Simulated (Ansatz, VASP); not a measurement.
## Te2Mo in VASP and in Ansatz

```xyz
3
Lattice="3.5602 0.0000 0.0000 -1.7801 3.0833 0.0000 0.0000 0.0000 17.5241" Properties=species:S:1:pos:R:3 pbc="T T T"
Te    0.0000    2.0555   15.7341
Te    0.0000    2.0555    1.7900
Mo    0.0000    0.0000   -0.2000
```

Change from the starting cell: all Mo atoms moved -0.200 Å, as atom 3 along Cartesian [0 0 1].

Alike in both runs: task single point; functional r2SCAN; k mesh 9 × 9 × 2; occupations gaussian, width 0.05 eV; no spin polarisation.

```csv
,VASP,Ansatz
version,VASP 6.6.1,Ansatz 0.2.0
potentials or method,"VASP PAW PBE potentials, release 64 (Te, Mo_sv), cutoff 520 eV","scalar-relativistic, plane waves, PAW"
valence electrons in the cell,26,46
```

Ansatz gave:

```
gap on the k mesh at the Fermi level (eV) : 0.98
least direct gap on the mesh (eV)         : 1.16
rms of the force components (eV/Å)        : 1.806
```

Question: Which values does VASP return?

Answer: gap on the k mesh at the Fermi level (eV): 0.97; least direct gap on the mesh (eV): 1.16; rms of the force components (eV/Å): 1.813.

VASP's potentials were made for PBE, not for r2SCAN. Atom by atom the forces differ by 0.014 eV/Å (rms over components). VASP's potentials hold 26 valence electrons a cell and Ansatz's 46, so a difference there can come from the potentials and not from the codes.

Neither program's run includes spin-orbit coupling.
